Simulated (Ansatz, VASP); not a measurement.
# Two plane-wave programs on Ba3SbP

```
Ba Sb P
1.0
     6.11318    0.00000    0.00000
     0.00000    6.11318    0.00000
     0.00000    0.00000    6.11318
Ba Sb P
3 1 1
Direct
  0.00000 0.50000 0.50000
  0.50000 0.00000 0.50000
  0.50000 0.50000 0.00000
  0.00000 0.00000 0.00000
  0.50000 0.50000 0.50000
```

Alike in both runs: task single point; functional PBE; k mesh 4 × 4 × 4; occupations gaussian, width 0.1 eV; no spin polarisation.

```csv
,VASP,Ansatz
version,VASP 6.6.1,Ansatz 0.2.0
potentials or method,"VASP PAW PBE potentials, release 64 (Ba_sv, Sb, P), cutoff 520 eV","scalar-relativistic, plane waves, PAW"
valence electrons in the cell,40,50
```

VASP gave:

- gap on the k mesh at the Fermi level (eV): 0.29
- least direct gap on the mesh (eV): 0.29
- pressure (GPa): -0.1

Question: What did Ansatz give for the same quantities?

Answer: gap on the k mesh at the Fermi level (eV): 0.39; least direct gap on the mesh (eV): 0.39; pressure (GPa): -0.5.

VASP's potentials hold 40 valence electrons a cell and Ansatz's 50, so a difference there can come from the potentials and not from the codes.

Spin-orbit coupling is off throughout.
